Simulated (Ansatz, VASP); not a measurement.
# Two plane-wave programs on AgW

```
CELL_PARAMETERS angstrom
0.00000 3.23119 3.23119
3.23119 0.00000 3.23119
3.23119 3.23119 0.00000
ATOMIC_POSITIONS crystal
Ag 0.50000 0.50000 0.50000
Ag 0.75000 0.75000 0.75000
W 0.00000 0.00000 0.00000
W 0.25000 0.25000 0.25000
```

Alike in both runs: functional PBE; k mesh 12 × 12 × 12; occupations gaussian, width 0.1 eV; no spin polarisation.

Ansatz relaxed the structure, and its values are those at the end. VASP's run is a single point on that final structure, the one shown.

|  | VASP | Ansatz |
| --- | --- | --- |
| version | VASP 6.6.1 | Ansatz 0.2.0 |
| potentials or method | VASP PAW PBE potentials, release 64 (Ag, W_sv), cutoff 520 eV | scalar-relativistic, plane waves, PAW |
| valence electrons in the cell | 50 | 66 |

```tsv
	VASP	Ansatz	Ansatz less VASP
gap on the k mesh at the Fermi level (eV)	none	none	-
pressure (GPa)	0.0	0.0	-0.02
```

A gap of «none» marks a metal or a gap that the smearing closes. VASP's potentials hold 50 valence electrons a cell and Ansatz's 66, so a difference there can come from the potentials and not from the codes.

Neither program's run includes spin-orbit coupling.
